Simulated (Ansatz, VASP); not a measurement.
# One calculation of C, two programs

The input INCAR:

```
PREC     = Accurate       # precision mode
ENCUT    = 520            # plane-wave cutoff, eV
EDIFF    = 1E-7           # SCF threshold, eV
ISMEAR   = 0              # smearing method
SIGMA    = 0.05           # smearing width, eV
LREAL    = F              # projectors in reciprocal space
LASPH    = T              # aspherical terms in the spheres
NELM     = 80             # most SCF steps
ALGO     = Normal         # electronic algorithm
ISIF     = 2              # what is computed and relaxed
LWAVE    = F              # write WAVECAR
LCHARG   = F              # write CHGCAR
GGA      = PE             # functional
NBANDS   = 26             # bands
```

Contents of KPOINTS:

```
Automatic mesh
0
Gamma
  6 6 6
```

POSCAR

```
C
1.0
    3.5714750638      0.0000000000      0.0000000000
    0.0000000000     -3.5714750638      0.0000000000
    0.0000000000      0.0000000000     -3.5714750638
C
8
Direct
    0.5000000000      0.0000000000     -0.0034999544
    0.0000000000      0.5000000000      0.0000000000
    0.0000000000      0.0000000000      0.5000000000
    0.5000000000      0.5000000000      0.5000000000
    0.7500000000      0.7500000000      0.7500000000
    0.2500000000      0.2500000000      0.7500000000
    0.2500000000      0.7500000000      0.2500000000
    0.7500000000      0.2500000000      0.2500000000
```

Input for Ansatz:

```yaml
crystal:
  lattice:
    - [3.5714750638, 0.0, 0.0]
    - [0.0, -3.5714750638, 0.0]
    - [0.0, 0.0, -3.5714750638]
  atoms:
    - { symbol: C, position: [0.5, 0.0, -0.0034999544] }
    - { symbol: C, position: [0.0, 0.5, 0.0] }
    - { symbol: C, position: [0.0, 0.0, 0.5] }
    - { symbol: C, position: [0.5, 0.5, 0.5] }
    - { symbol: C, position: [0.75, 0.75, 0.75] }
    - { symbol: C, position: [0.25, 0.25, 0.75] }
    - { symbol: C, position: [0.25, 0.75, 0.25] }
    - { symbol: C, position: [0.75, 0.25, 0.25] }
basis:
  ecutwfc: 420
kpoints:
  mp_grid: { grid: [6, 6, 6] }
hamiltonian:
  xc: pbe
scf:
  occupations: { method: gaussian, width: 0.05 }
output:
  forces: true
  stress: true
  eigenvalues: true
```

Alike in both runs: task single point; functional PBE; k mesh 6 × 6 × 6; occupations gaussian, width 0.05 eV; no spin polarisation.

```csv
,VASP,Ansatz
version,VASP 6.6.1,Ansatz 0.2.0
potentials or method,"VASP PAW PBE potentials, release 64 (C), cutoff 520 eV","scalar-relativistic, plane waves, PAW"
valence electrons in the cell,32,32
```

|  | VASP | Ansatz | Ansatz less VASP |
| --- | --- | --- | --- |
| gap on the k mesh at the Fermi level (eV) | 4.10 | 4.10 | +0.007 |
| least direct gap on the mesh (eV) | 4.65 | 4.66 | +0.008 |
| pressure (GPa) | 0.7 | 0.1 | -0.66 |
| traceless stress, the component that is largest in VASP (GPa) | 0.13 | 0.12 | -0.012 |
| rms of the force components (eV/Å) | 0.127 | 0.126 | -0.0007 |

Atom by atom the forces differ by 0.001 eV/Å (rms over components). The functional is the same, so the differences come from potentials, cutoffs and numerics.
